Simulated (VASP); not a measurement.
# HfHF3 (Pm-3m) in VASP: relaxation of cell and atoms with PBE

Aim: the relaxation of cell and atoms of HfHF3 with PBE.

Everything below comes from runs of VASP 6.6.1. Logs are shortened: lines on timing, memory, paths and dates and some standing lists are left out, and cuts for length are marked.

## (1) The cell of the first run

It takes space group Pm-3m (No. 221, cubic). Conventional cell: a = 3.590 Å, b = 3.590 Å, c = 3.590 Å, α = 90.00°, β = 90.00°, γ = 90.00°. Within 3.4 Å of Hf (site symmetry m-3m) lie 12 F at 2.54 Å and 8 H at 3.11 Å. H (site symmetry m-3m) has 6 F at 1.80 Å within 2.4 Å. F (site symmetry 4/mmm) has 2 H at 1.80 Å within 2.4 Å.

The cell was built from a structure type or drawn by symmetry, and may not be a known phase.

## (2) Relaxation of cell and atoms, PBE

INCAR

```
PREC     = Accurate       # precision mode
ENCUT    = 600            # plane-wave cutoff, eV
EDIFF    = 1E-6           # SCF threshold, eV
ISMEAR   = 0              # smearing method
SIGMA    = 0.1            # smearing width, eV
LREAL    = False          # projectors in reciprocal space
LASPH    = True           # aspherical terms in the spheres
NELM     = 100            # most SCF steps
ALGO     = Normal         # electronic algorithm
ISIF     = 3              # what is computed and relaxed
LWAVE    = False          # write WAVECAR
LCHARG   = False          # write CHGCAR
GGA      = PE             # functional
IBRION   = 2              # ionic algorithm
NSW      = 100            # ionic steps
EDIFFG   = -0.01          # ionic threshold
```

KPOINTS

```
regular mesh
0
Gamma
  10 10 10
```

POSCAR

```
HfHF3
1.0
    3.5902897364      0.0000000000      0.0000000000
    0.0000000000      3.5902897364      0.0000000000
    0.0000000000      0.0000000000      3.5902897364
Hf H F
1 1 3
Direct
    0.5000000000      0.5000000000      0.5000000000
    0.0000000000      0.0000000000      0.0000000000
    0.5000000000      0.0000000000      0.0000000000
    0.0000000000      0.5000000000      0.0000000000
    0.0000000000      0.0000000000      0.5000000000
```

Potentials or basis: VASP PAW PBE potentials, release 64 (Hf_pv, H, F).

Run with:

```sh
$ cat potpaw_PBE.64/Hf_pv/POTCAR potpaw_PBE.64/H/POTCAR potpaw_PBE.64/F/POTCAR > POTCAR
$ mpirun -np 1 vasp_std > vasp.out
```

OUTCAR:

```text
PREC = Accurate
   ENCUT = 600
   EDIFF = 1E-6
   ISMEAR = 0
   LREAL = False
   LASPH = True
   NELM = 100
   ISIF = 3
   GGA = PE
   IBRION = 2
   NSW = 100
   EDIFFG = -0.01

 ion  position               nearest neighbor table
   1  0.500  0.500  0.500-   3 2.54   4 2.54   5 2.54   3 2.54   4 2.54   3 2.54   5 2.54   3 2.54
                             4 2.54   5 2.54   4 2.54   5 2.54
   2  0.000  0.000  0.000-
   3  0.500  0.000  0.000-   1 2.54   1 2.54   1 2.54   1 2.54
   4  0.000  0.500  0.000-   1 2.54   1 2.54   1 2.54   1 2.54
   5  0.000  0.000  0.500-   1 2.54   1 2.54   1 2.54   1 2.54

  LATTYP: Found a simple cubic cell.
 ALAT       =     3.5902897364

  Lattice vectors:

 A1 = (   3.5902897364,   0.0000000000,   0.0000000000)
 A2 = (   0.0000000000,   3.5902897364,   0.0000000000)
 A3 = (   0.0000000000,   0.0000000000,   3.5902897364)

Analysis of symmetry for initial positions (statically):
=====================================================================
 Subroutine PRICEL returns:
 Original cell was already a primitive cell.

 Routine SETGRP: Setting up the symmetry group for a
 simple cubic supercell.

 Subroutine GETGRP returns: Found 48 space group operations
 (whereof 48 operations were pure point group operations)
 out of a pool of 48 trial point group operations.

The static configuration has the point symmetry O_h .

Analysis of symmetry for dynamics (positions and initial velocities):
=====================================================================
 Subroutine PRICEL returns:
 Original cell was already a primitive cell.

 Routine SETGRP: Setting up the symmetry group for a
 simple cubic supercell.

 Subroutine GETGRP returns: Found 48 space group operations
 (whereof 48 operations were pure point group operations)
 out of a pool of 48 trial point group operations.

The dynamic configuration has the point symmetry O_h .

 Subroutine INISYM returns: Found 48 space group operations
 (whereof 48 operations are pure point group operations),
 and found     1 'primitive' translations

----------------------------------------------------------------------------------------

                                     Primitive cell

  volume of cell :      46.2795

  direct lattice vectors                    reciprocal lattice vectors
     3.590289736  0.000000000  0.000000000     0.278529053  0.000000000  0.000000000
     0.000000000  3.590289736  0.000000000     0.000000000  0.278529053  0.000000000
     0.000000000  0.000000000  3.590289736     0.000000000  0.000000000  0.278529053

  length of vectors
     3.590289736  3.590289736  3.590289736     0.278529053  0.278529053  0.278529053

  position of ions in fractional coordinates (direct lattice)
     0.500000000  0.500000000  0.500000000
     0.000000000  0.000000000  0.000000000
     0.500000000  0.000000000  0.000000000
     0.000000000  0.500000000  0.000000000
     0.000000000  0.000000000  0.500000000

  ion indices of the primitive-cell ions
   primitive index   ion index
                 1           1
                 2           2
                 3           3
                 4           4
                 5           5

----------------------------------------------------------------------------------------

 KPOINTS: regular mesh

Automatic generation of k-mesh.
 Grid dimensions read from file:
 generate k-points for:   10   10   10

[... 67 lines left out ...]
   IBRION =      2    ionic relax: 0-MD 1-quasi-New 2-CG
   NFREE  =      1    steps in history (QN), initial steepest desc. (CG)
   ISIF   =      3    stress and relaxation
   ISYM   =      2    0-nonsym 1-usesym 2-fastsym
   POTIM  = 0.5000    time-step for ionic-motion
   TEBEG  =    0.0;   TEEND  =   0.0 temperature during run
   PSTRESS=    0.0 pullay stress
   NELECT =      32.0000    total number of electrons
   NUPDOWN=      -1.0000    fix difference up-down
   EMIN   =  10.00;   EMAX   =-10.00  energy-range for DOS
   EFERMI =   0.00;   METHOD = LEGACY
   ISMEAR =     0;   SIGMA  =   0.10  broadening in eV -4-tet -1-fermi 0-gaus
   EFERMI_NEDOS =   21; number of points for ismear=-14 and -15
   IALGO  =     38    algorithm
   IMIX   =      4    mixing-type and parameters
     AMIX     =   0.40;   BMIX     =  1.00
     AMIX_MAG =   1.60;   BMIX_MAG =  1.00
  volume/ion in A,a.u.               =       9.26        62.46
  Fermi-wavevector in a.u.,A,eV,Ry     =   1.447645  2.735652 28.513393  2.095675
  Thomas-Fermi vector in A             =   2.565576
   LORBIT       =      0    0 simple, 1 ext, 2 COOP (PROOUT), +10 PAW based schemes
   GGA     = PE    functional components
   LHFCALC =     F    Hartree Fock is set to
   AEXX    =    0.0000 exact exchange contribution
   IVDW    =     0    specifies the selected vdW correction
   LEPSILON=     F    determine dielectric tensor
   LRPA    =     F    only Hartree local field effects (RPA)
 conjugate gradient relaxation of ions
 non-spin polarized calculation
 Gauss-broadening in eV      SIGMA  =   0.10
  energy-cutoff  :      600.00
  volume of cell :       46.28
 maximum number of plane-waves:      1568
 NGX is ok and might be reduce to    30
   NGX = 15   NGY = 15   NGZ = 15

--------------------------------------- Ionic step        1  -------------------------------------------

 number of electron      31.9999981 magnetization

 Free energy of the ion-electron system (eV)
  ---------------------------------------------------
  ext. energy  EPLUGINS =         0.00000000
  ---------------------------------------------------
  free energy    TOTEN  =       -25.01932632 eV

  energy without entropy =      -25.00459633  energy(sigma->0) =      -25.01196133

------------------------ aborting loop because EDIFF is reached ----------------------------------------

  FORCE on cell =-STRESS in cart. coord.  units (eV):
  Direction    XX          YY          ZZ          XY          YZ          ZX
  --------------------------------------------------------------------------------------
  -------------------------------------------------------------------------------------
  Total       -0.5675660     -0.5675660     -0.5675660      0.0000000     -0.0000000      0.0000000
  in kB      -19.6489097    -19.6489097    -19.6489097      0.0000000     -0.0000000      0.0000000
  external PRESSURE =     -19.6489097 kB  Pullay stress =       0.0000000 kB

 VOLUME and BASIS-vectors are now :
 -----------------------------------------------------------------------------
  energy-cutoff  :      600.00
  volume of cell :       46.28
      direct lattice vectors                 reciprocal lattice vectors
     3.590289736  0.000000000  0.000000000     0.278529053  0.000000000  0.000000000
     0.000000000  3.590289736  0.000000000     0.000000000  0.278529053  0.000000000
     0.000000000  0.000000000  3.590289736     0.000000000  0.000000000  0.278529053

 POSITION                                       TOTAL-FORCE (eV/Angst)
 -----------------------------------------------------------------------------------
      1.79514      1.79514      1.79514         0.000000      0.000000      0.000000
      0.00000      0.00000      0.00000         0.000000      0.000000      0.000000
      1.79514      0.00000      0.00000         0.000000      0.000000      0.000000
      0.00000      1.79514      0.00000         0.000000      0.000000      0.000000
      0.00000      0.00000      1.79514         0.000000      0.000000      0.000000
 -----------------------------------------------------------------------------------
    total drift:                                0.000000     -0.000000      0.000000

  FREE ENERGIE OF THE ION-ELECTRON SYSTEM (eV)
  ---------------------------------------------------
  free  energy   TOTEN  =       -25.0193263204 eV

  energy  without entropy=      -25.0045963341  energy(sigma->0) =      -25.01196133

--------------------------------------- Ionic step        2  -------------------------------------------

 number of electron      32.0000007 magnetization

 Free energy of the ion-electron system (eV)
  ---------------------------------------------------
  ext. energy  EPLUGINS =         0.00000000
  ---------------------------------------------------
  free energy    TOTEN  =       -25.02414760 eV

  energy without entropy =      -25.00983331  energy(sigma->0) =      -25.01699045

 E-fermi :   7.1391     XC(G=0): -11.6325

 val. band max:        7.1190341522   @ k =   0.5000   0.5000   0.5000
 cond. band min:       7.1614030105   @ k =   0.3000   0.2000   0.1000
 fundamental gap:      0.0423688584
 Fermi energy:         7.1390834469

 k-point     1 :       0.0000    0.0000    0.0000
  band No.  band energies     occupation
      1     -26.6556      2.00000
      2     -26.6556      2.00000
      3     -26.6556      2.00000
      4     -20.6698      2.00000
      5     -19.0030      2.00000
      6     -19.0030      2.00000
[... 541 lines left out ...]
     19       7.9960      0.00000
     20       8.1902      0.00000

 [... further k-points ...]

------------------------ aborting loop because EDIFF is reached ----------------------------------------

  FORCE on cell =-STRESS in cart. coord.  units (eV):
  Direction    XX          YY          ZZ          XY          YZ          ZX
  --------------------------------------------------------------------------------------
  -------------------------------------------------------------------------------------
  Total       -0.0100819     -0.0100819     -0.0100819     -0.0000000      0.0000000     -0.0000000
  in kB       -0.3548271     -0.3548271     -0.3548271     -0.0000000      0.0000000     -0.0000000
  external PRESSURE =      -0.3548271 kB  Pullay stress =       0.0000000 kB

 VOLUME and BASIS-vectors are now :
 -----------------------------------------------------------------------------
  energy-cutoff  :      600.00
  volume of cell :       45.52
      direct lattice vectors                 reciprocal lattice vectors
     3.570628671 -0.000000000  0.000000000     0.280062726 -0.000000000  0.000000000
     0.000000000  3.570628671  0.000000000     0.000000000  0.280062726  0.000000000
    -0.000000000 -0.000000000  3.570628671    -0.000000000  0.000000000  0.280062726

 POSITION                                       TOTAL-FORCE (eV/Angst)
 -----------------------------------------------------------------------------------
      1.78531      1.78531      1.78531        -0.000000     -0.000000      0.000000
      0.00000      0.00000      0.00000         0.000000      0.000000      0.000000
      1.78531     -0.00000      0.00000         0.000000      0.000000      0.000000
      0.00000      1.78531      0.00000         0.000000      0.000000      0.000000
     -0.00000     -0.00000      1.78531        -0.000000     -0.000000      0.000000
 -----------------------------------------------------------------------------------
    total drift:                                0.000000     -0.000000      0.000000

  FREE ENERGIE OF THE ION-ELECTRON SYSTEM (eV)
  ---------------------------------------------------
  free  energy   TOTEN  =       -25.0241476038 eV

  energy  without entropy=      -25.0098333053  energy(sigma->0) =      -25.01699045

 reached required accuracy - stopping structural energy minimisation
```

Wall time 3.3 min (1 thread of AMD EPYC 7R13, shared host); peak memory 0.19 GiB.

What came out:

```yaml
Free_energy: -25.0241 eV
Relaxed_volume: 9.10 Å³/atom
Relaxed_cell: a = 3.571 Å, b = 3.571 Å, c = 3.571 Å, α = 90.00°, β = 90.00°, γ = 90.00°
Space_group_after_relaxing_to_0.1_Å: Pm-3m (No. 221)
Energy_gained_by_relaxing: 1.0 meV/atom
Ionic_steps: 2
Pressure_after_relaxing: 0.0 GPa
Band_gap_on_the_k_mesh: zero (bands 16 and 17 overlap by 2.59 eV)
```

The path:
| step | energy change (eV) | largest force (eV/Å) | pressure (GPa) | volume (Å³) |
| --- | --- | --- | --- | --- |
| 1 | 0.0000 | 0.0000 | -1.96 | 46.28 |
| 2 | -0.0048 | 0.0000 | -0.04 | 45.52 |

Final structure:
```cif
data_structure
_symmetry_space_group_name_H-M 'P 1'
_symmetry_Int_Tables_number 1
_cell_length_a 3.5706
_cell_length_b 3.5706
_cell_length_c 3.5706
_cell_angle_alpha 90.000
_cell_angle_beta 90.000
_cell_angle_gamma 90.000
_cell_volume 45.52
loop_
_atom_site_label
_atom_site_type_symbol
_atom_site_fract_x
_atom_site_fract_y
_atom_site_fract_z
_atom_site_occupancy
Hf1 Hf 0.50000 0.50000 0.50000 1
H1 H 0.00000 0.00000 0.00000 1
F1 F 0.50000 0.00000 0.00000 1
F2 F 0.00000 0.50000 0.00000 1
F3 F 0.00000 0.00000 0.50000 1
```

Caveat: spin-orbit coupling is left out, which moves the levels of the heavy elements.
